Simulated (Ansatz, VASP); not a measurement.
**Two plane-wave programs on Sn**

```
CELL_PARAMETERS angstrom
-1.50694 1.50694 1.50694
1.50694 -1.50694 1.50694
1.50694 1.50694 -1.50694
ATOMIC_POSITIONS crystal
Sn 0.00000 0.00000 0.00000
```

Change from the starting cell: volume scaled by 0.494, to set the pressure.

Alike in both runs: task single point; functional PBE; k mesh 18 × 18 × 18; occupations fermi-dirac, width 0.08 eV; no spin polarisation.

|  | VASP | Ansatz |
| --- | --- | --- |
| version | VASP 6.6.1 | Ansatz 0.2.0 |
| potentials or method | VASP PAW PBE potentials, release 64 (Sn_d) | PAW with Ansatz's default frozen-core files, scalar-relativistic |
| plane-wave cutoff (eV) | 520 | 420 |
| valence electrons in the cell | 14 | 14 |

```tsv
	VASP	Ansatz	Ansatz less VASP
pressure (GPa)	183.4	183.1	-0.27
```

Both programs put the cell under a high pressure, so it lies far from rest at this level.

Noted on VASP's run: the cell as given lies far from equilibrium.
